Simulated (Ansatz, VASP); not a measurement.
# Two plane-wave programs on N

```
CELL_PARAMETERS angstrom
15.00000 0.00000 0.00000
0.00000 15.50000 0.00000
0.00000 0.00000 16.00000
ATOMIC_POSITIONS crystal
N 0.50185 0.49902 0.46589
N 0.49815 0.50098 0.53411
```

Alike in both runs: functional LDA; k mesh 1 × 1 × 1; occupations gaussian, width 0.005 eV; no spin polarisation.

Ansatz relaxed the structure, and its values are those at the end. VASP's run is a single point on that final structure, the one shown.

|  | VASP | Ansatz |
| --- | --- | --- |
| version | VASP 6.6.1 | Ansatz 0.2.0 |
| potentials or method | VASP PAW LDA potentials, release 64 (N), cutoff 520 eV | scalar-relativistic, plane waves, PAW |
| valence electrons in the cell | 10 | 10 |

VASP gave:

- gap on the k mesh at the Fermi level (eV): 8.21
- rms of the force components (eV/Å): 0.890

Question: What did Ansatz give for the same quantities?

Answer: gap on the k mesh at the Fermi level (eV): 8.25; rms of the force components (eV/Å): 0.000.

LDA's correlation is that of Perdew and Zunger in VASP and of Perdew and Wang (1992) in Ansatz. One of these differences is far larger than is usual between the two programs; its cause wasn't traced.

Noted on VASP's run: the standard files for N, O and F lose accuracy on very short bonds.
